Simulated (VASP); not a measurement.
The system is Y.

```
Y
1.0
     3.64254    0.00000    0.00000
    -1.82127    3.15454    0.00000
     0.00000    0.00000   11.84413
Y
4
Direct
  0.66667 0.33333 0.75000
  0.00000 0.00000 0.50000
  0.33333 0.66667 0.25000
  0.00000 0.00000 0.00000
```

| Property | Result |
| --- | --- |
| Program | VASP 6.6.1 |
| Task | relaxation of cell and atoms |
| Functional | PBE |
| Potentials or basis | VASP PAW PBE potentials, release 64 (Y_sv) |
| Cutoff | 600 eV |
| k mesh | 8 × 8 × 3 |
| Occupations | fermi-dirac, width 0.05 eV |
| Spin | no spin polarisation |

At the start: pressure -1.8 GPa; volume 34.02 Å³/atom.

Question: Where does the relaxation end?

Answer: Over 6 steps the energy falls by 9.9 meV/atom and the volume is 32.40 Å³/atom (-4.8 %); space group P6_3/mmc (No. 194, to 0.1 Å) before and after.

Step by step:
```tsv
step	energy change (eV)	largest force (eV/Å)	pressure (GPa)	volume (Å³)
1	0.0000	0.0000	-1.80	136.10
2	-0.0389	0.0000	0.24	128.71
3	-0.0395	0.0000	0.02	129.43
4	-0.0394	0.0000	-0.02	129.57
5	-0.0396	0.0000	-0.03	129.60
6	-0.0396	0.0000	-0.03	129.62
```

Final structure:
```
CELL_PARAMETERS angstrom
3.59357 0.00000 0.00000
-1.79678 3.11212 0.00000
0.00000 0.00000 11.58988
ATOMIC_POSITIONS crystal
Y 0.66667 0.33333 0.75000
Y 0.00000 0.00000 0.50000
Y 0.33333 0.66667 0.25000
Y 0.00000 0.00000 0.00000
```
